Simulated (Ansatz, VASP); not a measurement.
Si2W in VASP and in Ansatz

INCAR

```
PREC = Accurate
ENCUT = 520
EDIFF = 1E-7
ISMEAR = 0
SIGMA = 0.03
LREAL = F
LASPH = T
NELM = 60
ALGO = Normal
ISIF = 2
LWAVE = F
LCHARG = F
GGA = PE
NBANDS = 43
```

The input KPOINTS:

```
regular mesh
0
Gamma
  9 9 6
```

The input POSCAR:

```
Si2W
1.0
    4.5199185558      0.0000000000      0.0000000000
   -2.2599592779      3.9143642923      0.0000000000
    0.0000000000      0.0000000000      6.9276791704
Si W
6 3
Direct
    0.8300872726      0.6601745453      0.5000000000
    0.1699127274      0.8300872726      0.8333333333
    0.6601745453      0.8300872726      0.1666666667
    0.1699127274      0.3398254547      0.5000000000
    0.8300872726      0.1699127274      0.8333333333
    0.3398254547      0.1699127274      0.1666666667
    0.0000000000      0.5000000000      0.1666666667
    0.5000000000      0.5000000000      0.8333333333
    0.5000000000      0.0000000000      0.5000000000
```

Input for Ansatz:

```yaml
crystal:
  lattice:
    - [4.5199185558, 0.0, 0.0]
    - [-2.2599592779, 3.9143642923, 0.0]
    - [0.0, 0.0, 6.9276791704]
  atoms:
    - { symbol: Si, position: [0.8300872726, 0.6601745453, 0.5] }
    - { symbol: Si, position: [0.1699127274, 0.8300872726, 0.8333333333] }
    - { symbol: Si, position: [0.6601745453, 0.8300872726, 0.1666666667] }
    - { symbol: Si, position: [0.1699127274, 0.3398254547, 0.5] }
    - { symbol: Si, position: [0.8300872726, 0.1699127274, 0.8333333333] }
    - { symbol: Si, position: [0.3398254547, 0.1699127274, 0.1666666667] }
    - { symbol: W, position: [0.0, 0.5, 0.1666666667] }
    - { symbol: W, position: [0.5, 0.5, 0.8333333333] }
    - { symbol: W, position: [0.5, 0.0, 0.5] }
basis:
  ecutwfc: 420
kpoints:
  mp_grid: { grid: [9, 9, 6] }
hamiltonian:
  xc: pbe
  pseudopotentials: { kind: paw, azcp: { folder: soft_1 } }
scf:
  occupations: { method: gaussian, width: 0.03 }
output:
  forces: true
  stress: true
  eigenvalues: true
```

Alike in both runs: task single point; functional PBE; k mesh 9 × 9 × 6; occupations gaussian, width 0.03 eV; no spin polarisation.

```csv
,VASP,Ansatz
version,VASP 6.6.1,Ansatz 0.2.0
potentials or method,"VASP PAW PBE potentials, release 64 (Si, W_sv), cutoff 520 eV","scalar-relativistic, plane waves, PAW"
valence electrons in the cell,66,66
```

VASP gave:

| Item | Value |
| --- | --- |
| gap on the k mesh at the Fermi level (eV) | 0.43 |
| least direct gap on the mesh (eV) | 0.80 |
| pressure (GPa) | 1.0 |
| traceless stress, the component that is largest in VASP (GPa) | -9.69 |
| rms of the force components (eV/Å) | 0.384 |

Question: Estimate Ansatz's values.

Answer: gap on the k mesh at the Fermi level (eV): 0.43; least direct gap on the mesh (eV): 0.80; pressure (GPa): 0.9; traceless stress, the component that is largest in VASP (GPa): -9.70; rms of the force components (eV/Å): 0.383.

Atom by atom the forces differ by 0.001 eV/Å (rms over components).

Neither program's run includes spin-orbit coupling.
